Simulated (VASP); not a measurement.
# B8N7 (a cell with a defect) in VASP: single point with PBE

Aim: the single point of B8N7 (a cell with a defect) with PBE.

All numbers are computed with VASP 6.6.1; they aren't measurements. Logs are shortened: lines on timing, memory, paths and dates and some standing lists are left out, and cuts for length are marked.

### Step 1. The cell of the first run

The cell holds a defect, 15 atoms: a = 4.936 Å, b = 4.936 Å, c = 5.108 Å, α = 104.99°, β = 104.99°, γ = 117.68°.

### Step 2. Single point, PBE (N vacancy, atom 9 moved a little way towards it, host rigid)

INCAR

```
PREC = Accurate
ENCUT = 520
EDIFF = 1E-6
ISMEAR = 0
SIGMA = 0.05
LREAL = Auto
LASPH = True
NELM = 100
ALGO = Normal
ISIF = 2
LWAVE = False
LCHARG = False
GGA = PE
NELECT = 56.0
NBANDS = 42
```

KPOINTS

```
regular mesh
0
Gamma
  6 6 6
```

POSCAR

```
B8N7
1.0
   -1.2770455854     -2.2119078376     -4.2240394007
   -1.2770455854     -2.2119078376      4.2240394007
   -2.5540911709      4.4238156750      0.0000000000
B N
8 7
Direct
    0.6667526990      0.6665806343      0.8333333333
    0.6667526990      0.6665806343      0.3333333333
    0.1667526990      0.1665806343      0.8333333333
    0.1667526990      0.1665806343      0.3333333333
    0.0834193657      0.5832473010      0.1666666667
    0.0834193657      0.5832473010      0.6666666667
    0.5834193657      0.0832473010      0.1666666667
    0.5834193657      0.0832473010      0.6666666667
    0.8314757142      0.4566477789      0.4720308733
    0.3540806343      0.9792526990      0.8333333333
    0.3540806343      0.9792526990      0.3333333333
    0.2707473010      0.3959193657      0.1666666667
    0.2707473010      0.3959193657      0.6666666667
    0.7707473010      0.8959193657      0.1666666667
    0.7707473010      0.8959193657      0.6666666667
```

Potentials or basis: VASP PAW PBE potentials, release 64 (B, N).

Command:

```console
> cat potpaw_PBE.64/B/POTCAR potpaw_PBE.64/N/POTCAR > POTCAR
> mpirun -np 1 vasp_std > vasp.out
```

OUTCAR:

```text
PREC = Accurate
   ENCUT = 520
   EDIFF = 1E-6
   ISMEAR = 0
   LREAL = Auto
   LASPH = True
   NELM = 100
   ISIF = 2
   GGA = PE
   NELECT = 56.0

 ion  position               nearest neighbor table
   1  0.667  0.667  0.833-  15 1.57  13 1.57  14 1.57
   2  0.667  0.667  0.333-  14 1.57  12 1.57  15 1.57   9 1.76
   3  0.167  0.167  0.833-  13 1.57  15 1.57  12 1.57  10 1.58
   4  0.167  0.167  0.333-  12 1.57  14 1.57  13 1.57  11 1.58
   5  0.083  0.583  0.167-  11 1.57  12 1.58
   6  0.083  0.583  0.667-   9 1.11  10 1.57  13 1.58
   7  0.583  0.083  0.167-  11 1.57  10 1.57  14 1.58   9 1.66
   8  0.583  0.083  0.667-  10 1.57  11 1.57  15 1.58
   9  0.831  0.457  0.472-   6 1.11   7 1.66   2 1.76
  10  0.354  0.979  0.833-   8 1.57   6 1.57   7 1.57   3 1.58
  11  0.354  0.979  0.333-   7 1.57   5 1.57   8 1.57   4 1.58
  12  0.271  0.396  0.167-   4 1.57   2 1.57   3 1.57   5 1.58
  13  0.271  0.396  0.667-   3 1.57   1 1.57   4 1.57   6 1.58
  14  0.771  0.896  0.167-   2 1.57   4 1.57   1 1.57   7 1.58
  15  0.771  0.896  0.667-   1 1.57   3 1.57   2 1.57   8 1.58

  LATTYP: Found a face centered orthorhombic cell.
 ALAT       =     5.1081823418
 B/A-ratio  =     1.6538326622
 C/A-ratio  =     1.7320508075

  Lattice vectors:

 A1 = (  -3.8311367563,   2.2119078374,   4.2240394007)
 A2 = (  -5.1081823417,  -0.0000000002,   0.0000000000)
 A3 = (  -1.2770455854,  -2.2119078376,   4.2240394007)

Analysis of symmetry for initial positions (statically):
=====================================================================
 Subroutine PRICEL returns:
 Original cell was already a primitive cell.

 Routine SETGRP: Setting up the symmetry group for a
 face centered orthorhombic supercell.

 Subroutine GETGRP returns: Found  1 space group operations
 (whereof  1 operations were pure point group operations)
 out of a pool of  8 trial point group operations.

The static configuration has the point symmetry C_1 .

Analysis of symmetry for dynamics (positions and initial velocities):
=====================================================================
 Subroutine PRICEL returns:
 Original cell was already a primitive cell.

 Routine SETGRP: Setting up the symmetry group for a
 face centered orthorhombic supercell.

 Subroutine GETGRP returns: Found  1 space group operations
 (whereof  1 operations were pure point group operations)
 out of a pool of  8 trial point group operations.

The dynamic configuration has the point symmetry C_1 .

 Subroutine INISYM returns: Found  1 space group operations
 (whereof  1 operations are pure point group operations),
 and found     1 'primitive' translations

----------------------------------------------------------------------------------------

                                     Primitive cell

  volume of cell :      95.4534

  direct lattice vectors                    reciprocal lattice vectors
    -1.277045585 -2.211907838 -4.224039401    -0.195764351 -0.113024601 -0.118370108
    -1.277045585 -2.211907838  4.224039401    -0.195764351 -0.113024601  0.118370108
    -2.554091171  4.423815675  0.000000000    -0.195764351  0.113024601  0.000000000

  length of vectors
     4.936181780  4.936181780  5.108182342     0.255166071  0.255166071  0.226049201

  position of ions in fractional coordinates (direct lattice)
     0.666752699  0.666580634  0.833333333
     0.666752699  0.666580634  0.333333333
     0.166752699  0.166580634  0.833333333
     0.166752699  0.166580634  0.333333333
     0.083419366  0.583247301  0.166666667
     0.083419366  0.583247301  0.666666667
     0.583419366  0.083247301  0.166666667
     0.583419366  0.083247301  0.666666667
     0.831475714  0.456647779  0.472030873
     0.354080634  0.979252699  0.833333333
     0.354080634  0.979252699  0.333333333
     0.270747301  0.395919366  0.166666667
     0.270747301  0.395919366  0.666666667
     0.770747301  0.895919366  0.166666667
     0.770747301  0.895919366  0.666666667

  ion indices of the primitive-cell ions
   primitive index   ion index
                 1           1
                 2           2
                 3           3
                 4           4
                 5           5
                 6           6
                 7           7
                 8           8
                 9           9
                10          10
                11          11
                12          12
                13          13
                14          14
                15          15

----------------------------------------------------------------------------------------

 KPOINTS: regular mesh

Automatic generation of k-mesh.
 Grid dimensions read from file:
 generate k-points for:    6    6    6

 Generating k-lattice:

  Cartesian coordinates                     Fractional coordinates (reciprocal lattice)
    -0.032627392 -0.018837433 -0.019728351     0.166666667  0.000000000  0.000000000
    -0.032627392 -0.018837433  0.019728351     0.000000000  0.166666667  0.000000000
    -0.032627392  0.018837433  0.000000000     0.000000000  0.000000000  0.166666667

  Length of vectors
     0.042527679  0.042527679  0.037674867

  Shift w.r.t. Gamma in fractional coordinates (k-lattice)
     0.000000000  0.000000000  0.000000000

 Subroutine IBZKPT returns following result:
 ===========================================

 Found    112 irreducible k-points:

 Following reciprocal coordinates:
            Coordinates               Weight
  0.000000  0.000000  0.000000      1.000000
  0.166667  0.000000  0.000000      2.000000
 -0.000000  0.166667 -0.166667      2.000000
  0.000000 -0.166667  0.000000      2.000000
 -0.166667  0.000000  0.166667      2.000000
  0.333333 -0.000000 -0.000000      2.000000
[... 16 lines left out ...]
  0.500000 -0.166667 -0.333333      2.000000
 -0.333333  0.166667  0.000000      2.000000
 [... further k-points ...]
   k-points           NKPTS =    112   k-points in BZ     NKDIM =    112   number of bands    NBANDS=     42
   number of dos      NEDOS =    301   number of ions     NIONS =     15
   total plane-waves  NPLWV =  64000
   dimension x,y,z NGX =    40 NGY =   40 NGZ =   40
   dimension x,y,z NGXF=    80 NGYF=   80 NGZF=   80
   ions per type =               8   7
   NGX,Y,Z   is equivalent  to a cutoff of  13.47, 13.47, 13.02 a.u.
   NGXF,Y,Z  is equivalent  to a cutoff of  26.94, 26.94, 26.04 a.u.
 SYSTEM =  unknown system
   PREC   = accura    normal or accurate (medium, high low for compatibility)
   ISTART =      0    job   : 0-new  1-cont  2-samecut
   ICHARG =      2    charge: 1-file 2-atom 10-const
   ISPIN  =      1    spin polarized calculation?
   LNONCOLLINEAR =      F non collinear calculations
   LSORBIT =      F    spin-orbit coupling
   LASPH  =      T    aspherical Exc in radial PAW
   ENCUT  =  520.0 eV  38.22 Ry    6.18 a.u.   9.18  9.18  9.50*2*pi/ulx,y,z
   NELM   =    100;   NELMIN=  2; NELMDL= -5     # of ELM steps
   EDIFF  = 0.1E-05   stopping-criterion for ELM
   LREAL  =      T    real-space projection
   EDIFFG = 0.1E-04   stopping-criterion for IOM
   NSW    =      0    number of steps for IOM
   IBRION =     -1    ionic relax: 0-MD 1-quasi-New 2-CG
   NFREE  =      0    steps in history (QN), initial steepest desc. (CG)
   ISIF   =      2    stress and relaxation
   ISYM   =      2    0-nonsym 1-usesym 2-fastsym
   POTIM  = 0.5000    time-step for ionic-motion
   TEBEG  =    0.0;   TEEND  =   0.0 temperature during run
   PSTRESS=    0.0 pullay stress
   NELECT =      56.0000    total number of electrons
   NUPDOWN=      -1.0000    fix difference up-down
   EMIN   =  10.00;   EMAX   =-10.00  energy-range for DOS
   EFERMI =   0.00;   METHOD = LEGACY
   ISMEAR =     0;   SIGMA  =   0.05  broadening in eV -4-tet -1-fermi 0-gaus
   EFERMI_NEDOS =   21; number of points for ismear=-14 and -15
   IALGO  =     38    algorithm
   IMIX   =      4    mixing-type and parameters
     AMIX     =   0.40;   BMIX     =  1.00
     AMIX_MAG =   1.60;   BMIX_MAG =  1.00
  volume/ion in A,a.u.               =       6.36        42.94
  Fermi-wavevector in a.u.,A,eV,Ry     =   1.370483  2.589838 25.554792  1.878224
  Thomas-Fermi vector in A             =   2.496265
   LORBIT       =      0    0 simple, 1 ext, 2 COOP (PROOUT), +10 PAW based schemes
   GGA     = PE    functional components
   LHFCALC =     F    Hartree Fock is set to
   AEXX    =    0.0000 exact exchange contribution
   IVDW    =     0    specifies the selected vdW correction
   LEPSILON=     F    determine dielectric tensor
   LRPA    =     F    only Hartree local field effects (RPA)
 non-spin polarized calculation
 Gauss-broadening in eV      SIGMA  =   0.05
  energy-cutoff  :      520.00
  volume of cell :       95.45
 maximum number of plane-waves:      2616
 NGX is ok and might be reduce to    40
   NGX = 19   NGY = 19   NGZ = 19

 number of electron      56.0000003 magnetization

 Free energy of the ion-electron system (eV)
  ---------------------------------------------------
  ext. energy  EPLUGINS =         0.00000000
  ---------------------------------------------------
  free energy    TOTEN  =      -138.75831199 eV

  energy without entropy =     -138.75395660  energy(sigma->0) =     -138.75613430

 E-fermi :   5.8411     XC(G=0): -12.1426

 val. band max:        5.8405955904   @ k =   0.5000   0.1667  -0.1667
 cond. band min:       5.8497308305   @ k =   0.1667   0.0000   0.0000
 fundamental gap:      0.0091352401
 Fermi energy:         5.8410702066

 k-point     1 :       0.0000    0.0000    0.0000
  band No.  band energies     occupation
      1     -13.0448      2.00000
      2     -10.0227      2.00000
      3      -9.1841      2.00000
      4      -8.9910      2.00000
      5      -8.5203      2.00000
      6      -8.3670      2.00000
[... 32 lines left out ...]
     39      15.3497      0.00000
     40      15.8121      0.00000

 k-point     2 :       0.1667    0.0000    0.0000
  band No.  band energies     occupation
      1     -12.8743      2.00000
      2     -10.2341      2.00000
      3      -9.2660      2.00000
      4      -9.0361      2.00000
      5      -8.7068      2.00000
      6      -8.4866      2.00000
[... 32 lines left out ...]
     39      15.6911      0.00000
     40      16.0236      0.00000

 k-point     3 :      -0.0000    0.1667   -0.1667
  band No.  band energies     occupation
      1     -12.8791      2.00000
      2     -10.1072      2.00000
      3      -9.3821      2.00000
      4      -9.0656      2.00000
      5      -8.8018      2.00000
      6      -8.4116      2.00000
[... 32 lines left out ...]
     39      15.6487      0.00000
     40      15.8362      0.00000

 k-point     4 :       0.0000   -0.1667    0.0000
  band No.  band energies     occupation
      1     -12.8722      2.00000
      2     -10.2459      2.00000
      3      -9.2630      2.00000
      4      -9.0153      2.00000
      5      -8.7201      2.00000
      6      -8.4883      2.00000
[... 32 lines left out ...]
     39      15.7297      0.00000
     40      16.0533      0.00000
[... 772 lines left out ...]
     39      16.3322      0.00000
     40      16.9070      0.00000

 k-point    23 :       0.5000   -0.1667   -0.3333
  band No.  band energies     occupation
      1     -12.0391      2.00000
      2     -10.9047      2.00000
      3     -10.1403      2.00000
      4      -9.6377      2.00000
      5      -8.7241      2.00000
      6      -8.1943      2.00000
[... 32 lines left out ...]
     39      16.4462      0.00000
     40      16.8681      0.00000

 k-point    24 :      -0.3333    0.1667    0.0000
  band No.  band energies     occupation
      1     -12.5815      2.00000
      2     -10.5132      2.00000
      3      -9.8952      2.00000
      4      -9.1025      2.00000
      5      -8.6117      2.00000
      6      -8.3518      2.00000
[... 32 lines left out ...]
     39      15.6887      0.00000
     40      16.2951      0.00000

 [... further k-points ...]

 [bands above 40 left out]

------------------------ aborting loop because EDIFF is reached ----------------------------------------

  FORCE on cell =-STRESS in cart. coord.  units (eV):
  Direction    XX          YY          ZZ          XY          YZ          ZX
  --------------------------------------------------------------------------------------
  -------------------------------------------------------------------------------------
  Total      -13.1483730    -32.5838005    -31.4233210      1.8988044      1.7943902     11.1604362
  in kB     -220.6943549   -546.9163994   -527.4378467     31.8712753     30.1186905    187.3269998
  external PRESSURE =    -431.6828670 kB  Pullay stress =       0.0000000 kB

 VOLUME and BASIS-vectors are now :
 -----------------------------------------------------------------------------
  energy-cutoff  :      520.00
  volume of cell :       95.45
      direct lattice vectors                 reciprocal lattice vectors
    -1.277045585 -2.211907838 -4.224039401    -0.195764351 -0.113024601 -0.118370108
    -1.277045585 -2.211907838  4.224039401    -0.195764351 -0.113024601  0.118370108
    -2.554091171  4.423815675  0.000000000    -0.195764351  0.113024601  0.000000000

 POSITION                                       TOTAL-FORCE (eV/Angst)
 -----------------------------------------------------------------------------------
     -3.83114      0.73730     -0.00073         0.164089     -0.037775      4.844211
     -2.55409     -1.47461     -0.00073        -1.226637      1.710226      1.524194
     -2.55409      2.94921     -0.00073         0.496004     -0.050756      0.038195
     -1.27705      0.73730     -0.00073         0.025819      0.210612      0.206963
     -1.27705     -0.73730      2.11129        -3.549897     -1.349839     -3.210157
     -2.55409      1.47461      2.11129       -22.705696     -1.550091    -14.063787
     -1.27705     -0.73730     -2.11275         0.180519      2.146761     -0.623028
     -2.55409      1.47461     -2.11275         3.330474      2.638262     -1.887349
     -2.85060     -0.76103     -1.58329        24.669095     -4.865967     12.874711
     -3.83114      0.73730      2.64075        -2.826584     -0.988596      0.951023
     -2.55409     -1.47461      2.64075         2.527889      2.102367      0.944658
     -1.27705     -0.73730      0.52873         0.875437      0.381584      1.912466
     -2.55409      1.47461      0.52873        -1.024586      0.047025     -1.714257
     -2.55409     -2.94921      0.52873         0.239032     -0.075482     -2.642619
     -3.83114     -0.73730      0.52873        -1.174958     -0.318330      0.844777
 -----------------------------------------------------------------------------------
    total drift:                               -0.001259      0.001225      0.003955

  FREE ENERGIE OF THE ION-ELECTRON SYSTEM (eV)
  ---------------------------------------------------
  free  energy   TOTEN  =      -138.7583119895 eV

  energy  without entropy=     -138.7539566050  energy(sigma->0) =     -138.75613430
```

Wall time 19 min (1 thread of AMD EPYC 7R13 (Zen 3), shared host); peak memory 0.39 GiB.

What came out:

```yaml
Free_energy: -138.7583 eV
Largest_force: 28.249 eV/Å
```

Forces on the atoms (eV/Å):
```
B     0.164  -0.038   4.844
B    -1.227   1.710   1.524
B     0.496  -0.051   0.038
B     0.026   0.211   0.207
B    -3.550  -1.350  -3.210
B   -22.706  -1.550 -14.064
B     0.181   2.147  -0.623
B     3.330   2.638  -1.887
N    24.669  -4.866  12.875
N    -2.827  -0.989   0.951
N     2.528   2.102   0.945
N     0.875   0.382   1.912
N    -1.025   0.047  -1.714
N     0.239  -0.075  -2.643
N    -1.175  -0.318   0.845
```

Caveat: the cell carries a net charge on a neutralising background, which shifts energy and pressure; the cell differs from its parent crystal (N vacancy, atom 9 moved a little way towards it, host rigid); the cell is charged against a uniform background, so pressure and absolute levels hang on convention.
